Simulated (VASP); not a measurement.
A run of VASP 6.6.1 is set up as follows.

The input POSCAR:

```
BAs
1.0
    0.0000000000      2.3918676038      2.3918676038
    2.3918676038      0.0000000000      2.3918676038
    2.3918676038      2.3918676038      0.0000000000
B As
1 1
Direct
    0.0000000000      0.0000000000      0.0000000000
    0.2500000000      0.2500000000      0.2500000000
```

INCAR.step1

```
SYSTEM = BAs
PREC = Accurate
ENCUT = 500
EDIFF = 1E-8
ISMEAR = 0
SIGMA = 0.01
LREAL = .FALSE.
LASPH = .TRUE.
NELM = 80
ALGO = Normal
LWAVE = .TRUE.
LCHARG = .FALSE.
GGA = PE
```

Contents of INCAR.step2:

```
SYSTEM = BAs
PREC = Accurate
ENCUT = 500
EDIFF = 1E-8
ISMEAR = 0
SIGMA = 0.01
LREAL = .FALSE.
LASPH = .TRUE.
NELM = 1
ALGO = Exact
LWAVE = .TRUE.
LCHARG = .FALSE.
GGA = PE
NBANDS = 34
LOPTICS = .TRUE.
ISTART = 1
```

Contents of INCAR.step3:

```
SYSTEM = BAs
PREC = Accurate
ENCUT = 500
EDIFF = 1E-8
ISMEAR = 0
SIGMA = 0.01
LREAL = .FALSE.
LASPH = .TRUE.
ALGO = EVGW0
LWAVE = .FALSE.
LCHARG = .FALSE.
GGA = PE
NELMGW = 1
NBANDS = 34
ENCUTGW = 60.0
NOMEGA = 48
PRECFOCK = Fast
ISTART = 1
NBANDSGW = 12
```

File KPOINTS:

```
regular mesh
0
G
  4 4 4
  0 0 0
```

Potentials or basis: VASP PAW PBE potentials, release 64 (B_GW, As_GW).

The run is started by

```bash
$ cat potpaw_PBE.64/B_GW/POTCAR potpaw_PBE.64/As_GW/POTCAR > POTCAR
$ cp INCAR.step1 INCAR
$ mpirun -np 1 vasp_std > vasp.out
$ cp INCAR.step2 INCAR
$ mpirun -np 1 vasp_std > vasp.out
$ cp INCAR.step3 INCAR
$ mpirun -np 1 vasp_std > vasp.out
```

Predict the quasiparticle gap.

1.63 eV.

Predict the least direct quasiparticle gap.

3.91 eV.

Estimate the band gap on the k mesh, mean-field level.

1.42 eV, indirect (least direct gap 3.25 eV).

Caveat: the k points lie up to 0.57 Å⁻¹ apart; bands, screening cutoff and mesh are small and nothing is extrapolated, so the quasiparticle values aren't converged. A k mesh can miss the band edges.
